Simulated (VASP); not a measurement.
**WC: single point with PBEsol**

System: WC, a slab with vacuum.

```
C W
1.0
     2.89841    0.00000    0.00000
    -1.44921    2.51010    0.00000
     0.00000    0.00000   24.89664
C W
4 4
Direct
  0.66667 0.33333 0.30125
  0.66667 0.33333 0.41482
  0.66667 0.33333 0.52839
  0.66667 0.33333 0.64197
  0.00000 0.00000 0.35803
  0.00000 0.00000 0.47161
  0.00000 0.00000 0.58518
  0.00000 0.00000 0.69875
```

```yaml
Program: VASP 6.6.1
Task: single point
Functional: PBEsol
Potentials_or_basis: VASP PAW PBE potentials, release 64 (C, W_sv)
Cutoff: 520 eV
k_mesh: 12 × 12 × 1
Occupations: gaussian, width 0.5 eV
Spin: no spin polarisation
Dipole_correction: yes
Further_INCAR_settings: ALGO = Normal; EDIFF = 1e-06; NBANDS = 46
```

```yaml
Largest_force: 5.048 eV/Å
Band_gap_on_the_k_mesh: zero (bands 36 and 37 overlap by 0.72 eV)
```

Forces in eV/Å, atoms in the order of the input:
```
C    0.000  0.000  4.201
C    0.000  0.000  0.825
C    0.000  0.000  0.193
C    0.000  0.000  0.853
W    0.000  0.000 -5.048
W    0.000  0.000 -0.281
W    0.000  0.000  0.246
W    0.000  0.000 -0.989
```

Levels at points of the mesh, in eV from the Fermi level:
```tsv
k point	band 34	band 35	band 36	band 37	band 38	band 39
(0.00, 0.00, 0.00)	-0.47	-0.47	0.09	0.25	0.25	0.47
(0.50, 0.00, 0.00)	-0.47	0.04	0.42	0.83	2.09	2.41
```

Wall time 11 min on 1 thread of Intel Xeon 8259CL, with other jobs on the host, peak memory 0.39 GiB.

Caveat: so wide a smearing shifts energies and pressures; the PAW data sets were made with another functional, which shifts forces and pressure a little; spin-orbit coupling is left out, which moves the levels of the heavy elements.
